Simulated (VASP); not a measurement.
A run of VASP 6.6.1:

The input INCAR:

```
SYSTEM = Na
PREC = Accurate
ENCUT = 520
EDIFF = 1E-7
ISMEAR = -1
SIGMA = 0.08
LREAL = .False.
LASPH = .True.
NELM = 80
ALGO = Normal
ISIF = 2
LWAVE = .False.
LCHARG = .False.
GGA = PE
NBANDS = 10
```

KPOINTS

```
regular mesh
0
Gamma
  13 13 12
  0 0 0
```

The input POSCAR:

```
Na
1.0
    3.4317844514      0.0000000000      0.0000000000
   -1.7158922257      2.9720125152      0.0000000000
    0.0000000000      0.0000000000      3.2041112319
Na
1
Direct
    0.0000000000      0.0000000000      0.0000000000
```

Potentials or basis: VASP PAW PBE potentials, release 64 (Na_pv).

Run with:

```bash
$ cat potpaw_PBE.64/Na_pv/POTCAR > POTCAR
$ mpirun -np 1 vasp_std > vasp.out
```

Hardware: 1 thread of Intel(R) Xeon(R) Platinum 8375C CPU @ 2.90GHz (Ice Lake), with other jobs on the host.

Task: Estimate the wall time of this run.

Result: Run time: 28 s on 1 thread of Intel(R) Xeon(R) Platinum 8375C CPU @ 2.90GHz (Ice Lake), with other jobs on the host, peak memory 0.16 GiB. Counts: scf iterations 11, k points 147.
